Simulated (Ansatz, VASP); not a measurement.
Two plane-wave programs on C

```
CELL_PARAMETERS angstrom
1.25986 0.72738 3.36566
-1.25986 0.72738 3.36566
0.00000 -1.45476 3.36566
ATOMIC_POSITIONS crystal
C 0.15845 0.17472 0.16658
C 0.84155 0.82528 0.83342
```

Change from the starting cell: mode 5 frozen in at -0.020 Å, equal normal strain along x, y and z +0.0250.

Alike in both runs: task single point; functional PBEsol; dispersion D3(BJ); k mesh 15 × 15 × 15; occupations gaussian, width 0.05 eV; no spin polarisation.

|  | VASP | Ansatz |
| --- | --- | --- |
| version | VASP 6.6.1 | Ansatz 0.2.0 |
| potentials or method | VASP PAW PBE potentials, release 64 (C), cutoff 520 eV | scalar-relativistic, plane waves, PAW |
| valence electrons in the cell | 8 | 8 |

|  | VASP | Ansatz | Ansatz less VASP |
| --- | --- | --- | --- |
| gap on the k mesh at the Fermi level (eV) | 0.17 | 0.17 | -0.001 |
| least direct gap on the mesh (eV) | 0.17 | 0.17 | -0.001 |
| pressure (GPa) | -18.2 | -18.8 | -0.57 |
| traceless stress, the component that is largest in VASP (GPa) | 17.51 | 18.14 | +0.632 |
| rms of the force components (eV/Å) | 1.089 | 1.083 | -0.0060 |

VASP's potentials were made for PBE, not for PBEsol. Atom by atom the forces differ by 0.006 eV/Å (rms over components).
